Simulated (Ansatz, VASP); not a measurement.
**One calculation of As, two programs**

```
As
1.0
     3.75000    0.00000    0.00000
    -1.87500    3.24760    0.00000
     0.00000    0.00000   28.57424
As
2
Direct
  0.33333 0.66667 0.46856
  0.66667 0.33333 0.53144
```

Alike in both runs: task single point; functional PBE; dispersion D3(BJ); k mesh 9 × 9 × 1; occupations gaussian, width 0.02 eV; no spin polarisation.

```csv
,VASP,Ansatz
version,VASP 6.6.1,Ansatz 0.2.0
potentials or method,"VASP PAW PBE potentials, release 64 (As), cutoff 520 eV","scalar-relativistic, plane waves, PAW"
valence electrons in the cell,10,30
```

```csv
,VASP,Ansatz,Ansatz less VASP
gap on the k mesh at the Fermi level (eV),0.22,0.22,-0.002
least direct gap on the mesh (eV),1.01,1.01,+0.003
rms of the force components (eV/Å),2.102,2.107,+0.0049
```

Atom by atom the forces differ by 0.005 eV/Å (rms over components). VASP's potentials hold 10 valence electrons a cell and Ansatz's 30, so a difference there can come from the potentials and not from the codes. Ansatz's warnings: xc potential rough in thin density.
